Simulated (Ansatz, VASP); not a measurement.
## Rh: VASP beside Ansatz

Contents of INCAR:

```
SYSTEM = Rh
PREC     = Accurate       ! precision mode
ENCUT    = 520            ! plane-wave cutoff, eV
EDIFF    = 1E-7           ! SCF threshold, eV
ISMEAR   = 1              ! smearing method
SIGMA    = 0.02           ! smearing width, eV
LREAL    = .False.        ! projectors in reciprocal space
LASPH    = .True.         ! aspherical terms in the spheres
NELM     = 60             ! most SCF steps
ALGO     = Fast           ! electronic algorithm
ISIF     = 2              ! what is computed and relaxed
LWAVE    = .False.        ! write WAVECAR
LCHARG   = .False.        ! write CHGCAR
GGA      = PE             ! functional
NBANDS   = 14             ! bands
```

Contents of KPOINTS:

```
Automatic mesh
0
Gamma
  22 22 22
  0 0 0
```

Contents of POSCAR:

```
Rh
1.0
    0.0000000000      1.9015500000      1.9110577500
    1.9015500000      0.0000000000      1.9110577500
    1.9015500000      1.9015500000      0.0000000000
Rh
1
Direct
    0.0000000000      0.0000000000      0.0000000000
```

Input for Ansatz:

```yaml
crystal:
  lattice:
    - [0.0, 1.90155, 1.91105775]
    - [1.90155, 0.0, 1.91105775]
    - [1.90155, 1.90155, 0.0]
  atoms:
    - { symbol: Rh, position: [0.0, 0.0, 0.0] }
basis:
  ecutwfc: 420
kpoints:
  mp_grid: { grid: [22, 22, 22] }
hamiltonian:
  xc: pbe
scf:
  occupations: { method: cold, width: 0.02 }
output:
  forces: true
  stress: true
  eigenvalues: true
```

Change from the starting cell: strain +0.0050 x Voigt [0, 0, 1, 0, 0, 0], atoms carried along.

Alike in both runs: task single point; functional PBE; k mesh 22 × 22 × 22; no spin polarisation.

```csv
,VASP,Ansatz
version,VASP 6.6.1,Ansatz 0.2.0
potentials or method,"VASP PAW PBE potentials, release 64 (Rh_pv), cutoff 520 eV","scalar-relativistic, plane waves, PAW"
occupations,"methfessel-paxton of order 1, width 0.02 eV","cold, width 0.02 eV"
valence electrons in the cell,15,17
```

Ansatz gave:

| Property | Result |
| --- | --- |
| gap on the k mesh at the Fermi level (eV) | none |
| pressure (GPa) | 4.3 |
| traceless stress, the component that is largest in VASP (GPa) | -0.73 |

Q: Estimate VASP's values.

A: gap on the k mesh at the Fermi level (eV): none; pressure (GPa): 4.3; traceless stress, the component that is largest in VASP (GPa): -0.74.

A gap of «none» marks a metal or a gap that the smearing closes. VASP's potentials hold 15 valence electrons a cell and Ansatz's 17, so a difference there can come from the potentials and not from the codes.
